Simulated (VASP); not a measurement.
# LiBr in VASP: further runs

The runs below take LiBr through single point, with PBE.

Everything below comes from runs of VASP 6.6.1. Logs are shortened: lines on timing, memory, paths and dates and some standing lists are left out, and cuts for length are marked.

## 1. The cell of the first run

The structure is orthorhombic, space group Immm (No. 71). Conventional cell: a = 3.852 Å, b = 3.910 Å, c = 5.489 Å, α = 90.00°, β = 90.00°, γ = 90.00°. Li (site symmetry mmm) has 6 Br at 2.74 Å within 3.6 Å. Br (site symmetry mmm) has 6 Li at 2.74 Å within 3.6 Å.

## 2. Single point, PBE (xy shear strain of -1.5 %)

The input, INCAR:

```
PREC = Accurate
ENCUT = 750
EDIFF = 1E-6
ISMEAR = -1
SIGMA = 0.03
LREAL = F
LASPH = T
NELM = 120
ALGO = Normal
ISIF = 2
LWAVE = F
LCHARG = T
GGA = PE
LELF = T
LVHAR = T
NBANDS = 12
GGA_COMPAT = F
```

The input, KPOINTS:

```
Automatic mesh
0
Gamma
  8 8 8
```

The input, POSCAR:

```
LiBr
1.0
   -0.0205837500      2.7445000000      2.7445000000
    2.7445000000     -0.0205837500      2.7445000000
    2.7239162500      2.7239162500      0.0000000000
Li Br
1 1
Direct
    0.0000000000      0.0000000000      0.0000000000
    0.5000000000      0.5000000000      0.5000000000
```

Potentials or basis: VASP PAW PBE potentials, release 64 (Li_sv, Br).

The run is started by

```sh
$ cat potpaw_PBE.64/Li_sv/POTCAR potpaw_PBE.64/Br/POTCAR > POTCAR
$ mpirun -np 1 vasp_std > vasp.out
```

OUTCAR:

```text
PREC = Accurate
   ENCUT = 750
   EDIFF = 1E-6
   ISMEAR = -1
   LREAL = F
   LASPH = T
   NELM = 120
   ISIF = 2
   GGA = PE

 ion  position               nearest neighbor table
   1  0.000  0.000  0.000-
   2  0.500  0.500  0.500-

  LATTYP: Found a body centered orthorhombic cell.
 ALAT       =     3.8521993035
 B/A-ratio  =     1.0151133501
 C/A-ratio  =     1.4249003147

  Lattice vectors:

 A1 = (   0.0205837500,  -2.7445000000,  -2.7445000000)
 A2 = (  -0.0205837500,   2.7445000000,  -2.7445000000)
 A3 = (   2.7445000000,  -0.0205837500,   2.7445000000)

Analysis of symmetry for initial positions (statically):
=====================================================================
 Subroutine PRICEL returns:
 Original cell was already a primitive cell.

 Routine SETGRP: Setting up the symmetry group for a
 body centered orthorhombic supercell.

 Subroutine GETGRP returns: Found  8 space group operations
 (whereof  8 operations were pure point group operations)
 out of a pool of  8 trial point group operations.

The static configuration has the point symmetry D_2h.

Analysis of symmetry for dynamics (positions and initial velocities):
=====================================================================
 Subroutine PRICEL returns:
 Original cell was already a primitive cell.

 Routine SETGRP: Setting up the symmetry group for a
 body centered orthorhombic supercell.

 Subroutine GETGRP returns: Found  8 space group operations
 (whereof  8 operations were pure point group operations)
 out of a pool of  8 trial point group operations.

The dynamic configuration has the point symmetry D_2h.

 Subroutine INISYM returns: Found  8 space group operations
 (whereof  8 operations are pure point group operations),
 and found     1 'primitive' translations

----------------------------------------------------------------------------------------

                                     Primitive cell

  volume of cell :      41.3424

  direct lattice vectors                    reciprocal lattice vectors
    -0.020583750  2.744500000  2.744500000    -0.180826349  0.180826349  0.182182547
     2.744500000 -0.020583750  2.744500000     0.180826349 -0.180826349  0.182182547
     2.723916250  2.723916250  0.000000000     0.183559241  0.183559241 -0.182182547

  length of vectors
     3.881363702  3.881363702  3.852199304     0.313985378  0.313985378  0.317141089

  position of ions in fractional coordinates (direct lattice)
     0.000000000  0.000000000  0.000000000
     0.500000000  0.500000000  0.500000000

  ion indices of the primitive-cell ions
   primitive index   ion index
                 1           1
                 2           2

----------------------------------------------------------------------------------------

 KPOINTS: Automatic mesh

Automatic generation of k-mesh.
 Grid dimensions read from file:
 generate k-points for:    8    8    8

 Generating k-lattice:

  Cartesian coordinates                     Fractional coordinates (reciprocal lattice)
    -0.022603294  0.022603294  0.022772818     0.125000000  0.000000000  0.000000000
     0.022603294 -0.022603294  0.022772818     0.000000000  0.125000000  0.000000000
     0.022944905  0.022944905 -0.022772818     0.000000000  0.000000000  0.125000000

  Length of vectors
     0.039248172  0.039248172  0.039642636

  Shift w.r.t. Gamma in fractional coordinates (k-lattice)
     0.000000000  0.000000000  0.000000000

 Subroutine IBZKPT returns following result:
 ===========================================

 Found     95 irreducible k-points:

 Following reciprocal coordinates:
            Coordinates               Weight
  0.000000  0.000000  0.000000      1.000000
  0.125000  0.000000  0.000000      4.000000
  0.250000  0.000000  0.000000      4.000000
  0.375000 -0.000000  0.000000      4.000000
  0.500000  0.000000  0.000000      2.000000
  0.125000  0.125000  0.000000      2.000000
[... 16 lines left out ...]
  0.125000 -0.000000  0.125000      4.000000
  0.250000 -0.000000  0.125000      8.000000
 [... further k-points ...]
   k-points           NKPTS =     95   k-points in BZ     NKDIM =     95   number of bands    NBANDS=     12
   number of dos      NEDOS =    301   number of ions     NIONS =      2
   total plane-waves  NPLWV =  46656
   dimension x,y,z NGX =    36 NGY =   36 NGZ =   36
   dimension x,y,z NGXF=    72 NGYF=   72 NGZF=   72
   ions per type =               1   1
   NGX,Y,Z   is equivalent  to a cutoff of  15.42, 15.42, 15.54 a.u.
   NGXF,Y,Z  is equivalent  to a cutoff of  30.84, 30.84, 31.07 a.u.
 SYSTEM =  unknown system
   PREC   = accura    normal or accurate (medium, high low for compatibility)
   ISTART =      0    job   : 0-new  1-cont  2-samecut
   ICHARG =      2    charge: 1-file 2-atom 10-const
   ISPIN  =      1    spin polarized calculation?
   LNONCOLLINEAR =      F non collinear calculations
   LSORBIT =      F    spin-orbit coupling
   LASPH  =      T    aspherical Exc in radial PAW
   ENCUT  =  750.0 eV  55.12 Ry    7.42 a.u.   8.67  8.67  8.60*2*pi/ulx,y,z
   NELM   =    120;   NELMIN=  2; NELMDL= -5     # of ELM steps
   EDIFF  = 0.1E-05   stopping-criterion for ELM
   LREAL  =      F    real-space projection
   EDIFFG = 0.1E-04   stopping-criterion for IOM
   NSW    =      0    number of steps for IOM
   IBRION =     -1    ionic relax: 0-MD 1-quasi-New 2-CG
   NFREE  =      0    steps in history (QN), initial steepest desc. (CG)
   ISIF   =      2    stress and relaxation
   ISYM   =      2    0-nonsym 1-usesym 2-fastsym
   POTIM  = 0.5000    time-step for ionic-motion
   TEBEG  =    0.0;   TEEND  =   0.0 temperature during run
   PSTRESS=    0.0 pullay stress
   NELECT =      10.0000    total number of electrons
   NUPDOWN=      -1.0000    fix difference up-down
   EMIN   =  10.00;   EMAX   =-10.00  energy-range for DOS
   EFERMI =   0.00;   METHOD = LEGACY
   ISMEAR =    -1;   SIGMA  =   0.03  broadening in eV -4-tet -1-fermi 0-gaus
   EFERMI_NEDOS =   21; number of points for ismear=-14 and -15
   IALGO  =     38    algorithm
   IMIX   =      4    mixing-type and parameters
     AMIX     =   0.40;   BMIX     =  1.00
     AMIX_MAG =   1.60;   BMIX_MAG =  1.00
  volume/ion in A,a.u.               =      20.67       139.50
  Fermi-wavevector in a.u.,A,eV,Ry     =   1.020022  1.927563 14.156125  1.040446
  Thomas-Fermi vector in A             =   2.153569
   LORBIT       =      0    0 simple, 1 ext, 2 COOP (PROOUT), +10 PAW based schemes
   GGA     = PE    functional components
   LHFCALC =     F    Hartree Fock is set to
   AEXX    =    0.0000 exact exchange contribution
   IVDW    =     0    specifies the selected vdW correction
   LEPSILON=     F    determine dielectric tensor
   LRPA    =     F    only Hartree local field effects (RPA)
 non-spin polarized calculation
  energy-cutoff  :      750.00
  volume of cell :       41.34
 maximum number of plane-waves:      1945
   NGX = 17   NGY = 17   NGZ = 17

 number of electron      10.0000001 magnetization

 Free energy of the ion-electron system (eV)
  ---------------------------------------------------
  ext. energy  EPLUGINS =         0.00000000
  ---------------------------------------------------
  free energy    TOTEN  =        -6.64049782 eV

  energy without entropy =       -6.64049782  energy(sigma->0) =       -6.64049782

 E-fermi :   1.0176     XC(G=0):  -8.4537

 val. band max:        0.4059828160   @ k =   0.0000   0.0000   0.0000
 cond. band min:       5.3283124402   @ k =   0.0000   0.0000   0.0000
 fundamental gap:      4.9223296242
 Fermi energy:         1.0176397831

 k-point     1 :       0.0000    0.0000    0.0000
  band No.  band energies     occupation
      1     -44.0292      2.00000
      2     -13.0966      2.00000
      3       0.3120      2.00000
      4       0.3577      2.00000
      5       0.4060      2.00000
      6       5.3283      0.00000
      7      10.7476      0.00000
      8      10.8656      0.00000
      9      10.9831      0.00000
     10      12.6116      0.00000
     11      12.6259      0.00000
     12      12.6501      0.00000

 k-point     2 :       0.1250    0.0000    0.0000
  band No.  band energies     occupation
      1     -44.0291      2.00000
      2     -13.0336      2.00000
      3      -0.2575      2.00000
      4       0.3037      2.00000
      5       0.3626      2.00000
      6       5.8554      0.00000
      7      10.0776      0.00000
      8      10.6665      0.00000
      9      10.7672      0.00000
     10      11.7646      0.00000
     11      11.8651      0.00000
     12      13.0088      0.00000

 k-point     3 :       0.2500    0.0000    0.0000
  band No.  band energies     occupation
      1     -44.0287      2.00000
      2     -12.8743      2.00000
      3      -1.3484      2.00000
      4       0.2144      2.00000
      5       0.2635      2.00000
      6       6.3585      0.00000
      7       9.5584      0.00000
      8       9.6343      0.00000
      9      10.0828      0.00000
     10      12.6609      0.00000
     11      12.8213      0.00000
     12      13.4013      0.00000

 k-point     4 :       0.3750   -0.0000    0.0000
  band No.  band energies     occupation
      1     -44.0283      2.00000
      2     -12.7030      2.00000
      3      -2.2255      2.00000
      4       0.1326      2.00000
      5       0.1719      2.00000
      6       6.1667      0.00000
      7       8.7494      0.00000
      8       8.8328      0.00000
      9      11.3484      0.00000
     10      13.8844      0.00000
     11      14.3889      0.00000
     12      14.5715      0.00000

 k-point     5 :       0.5000    0.0000    0.0000
  band No.  band energies     occupation
      1     -44.0282      2.00000
      2     -12.6280      2.00000
      3      -2.5541      2.00000
      4       0.1006      2.00000
      5       0.1359      2.00000
      6       6.0175      0.00000
      7       8.4708      0.00000
      8       8.5581      0.00000
      9      12.1329      0.00000
     10      14.4503      0.00000
     11      15.9699      0.00000
     12      16.2003      0.00000
[... 228 lines left out ...]
      1     -44.0278      2.00000
      2     -12.4235      2.00000
      3      -2.5499      2.00000
      4      -0.8576      2.00000
      5      -0.7221      2.00000
      6       6.6079      0.00000
      7       7.4699      0.00000
      8      12.0368      0.00000
      9      12.8236      0.00000
     10      12.8564      0.00000
     11      16.1241      0.00000
     12      17.8712      0.00000

 k-point    22 :       0.0000    0.0000    0.1250
  band No.  band energies     occupation
      1     -44.0290      2.00000
      2     -13.0309      2.00000
      3      -0.2051      2.00000
      4       0.2700      2.00000
      5       0.3277      2.00000
      6       5.8543      0.00000
      7      10.1755      0.00000
      8      10.6104      0.00000
      9      10.7145      0.00000
     10      11.7085      0.00000
     11      11.8038      0.00000
     12      12.9857      0.00000

 k-point    23 :       0.1250   -0.0000    0.1250
  band No.  band energies     occupation
      1     -44.0290      2.00000
      2     -13.0102      2.00000
      3      -0.1832      2.00000
      4       0.1629      2.00000
      5       0.1668      2.00000
      6       6.1304      0.00000
      7       9.8858      0.00000
      8      10.1780      0.00000
      9      10.9324      0.00000
     10      10.9354      0.00000
     11      13.5487      0.00000
     12      13.5500      0.00000

 k-point    24 :       0.2500   -0.0000    0.1250
  band No.  band energies     occupation
      1     -44.0287      2.00000
      2     -12.8819      2.00000
      3      -1.0444      2.00000
      4      -0.0026      2.00000
      5       0.0810      2.00000
      6       6.8866      0.00000
      7       9.1369      0.00000
      8       9.3710      0.00000
      9      10.5446      0.00000
     10      11.6103      0.00000
     11      13.6582      0.00000
     12      14.2671      0.00000

 [... further k-points ...]
[... 5 lines left out ...]
  --------------------------------------------------------------------------------------
  -------------------------------------------------------------------------------------
  Total        0.0701010      0.0701010      0.0677687      0.0760985      0.0000000      0.0000000
  in kB        2.7166872      2.7166872      2.6263018      2.9491126      0.0000000      0.0000000
  external PRESSURE =       2.6865587 kB  Pullay stress =       0.0000000 kB

 VOLUME and BASIS-vectors are now :
 -----------------------------------------------------------------------------
  energy-cutoff  :      750.00
  volume of cell :       41.34
      direct lattice vectors                 reciprocal lattice vectors
    -0.020583750  2.744500000  2.744500000    -0.180826349  0.180826349  0.182182547
     2.744500000 -0.020583750  2.744500000     0.180826349 -0.180826349  0.182182547
     2.723916250  2.723916250  0.000000000     0.183559241  0.183559241 -0.182182547

 POSITION                                       TOTAL-FORCE (eV/Angst)
 -----------------------------------------------------------------------------------
      0.00000      0.00000      0.00000         0.000000      0.000000     -0.000000
      2.72392      2.72392      2.74450        -0.000000      0.000000      0.000000
 -----------------------------------------------------------------------------------
    total drift:                                0.000000      0.000000      0.000000

  FREE ENERGIE OF THE ION-ELECTRON SYSTEM (eV)
  ---------------------------------------------------
  free  energy   TOTEN  =        -6.6404978201 eV

  energy  without entropy=       -6.6404978201  energy(sigma->0) =       -6.64049782
```

It took 26 s on 1 thread of Intel Xeon 6975P-C (Granite Rapids), shared host; peak memory 0.24 GiB.

Results:

* Free energy: -6.6405 eV
* Pressure: 0.3 GPa
* Band gap on the k mesh: 4.92 eV, direct

Stress tensor (GPa, compression positive):
```
0.27 0.29 0.00
0.29 0.27 0.00
0.00 0.00 0.26
```

Caveat: the cell differs from its parent crystal (xy shear strain of -1.5 %).

(Part 1 of 2 ends here.)
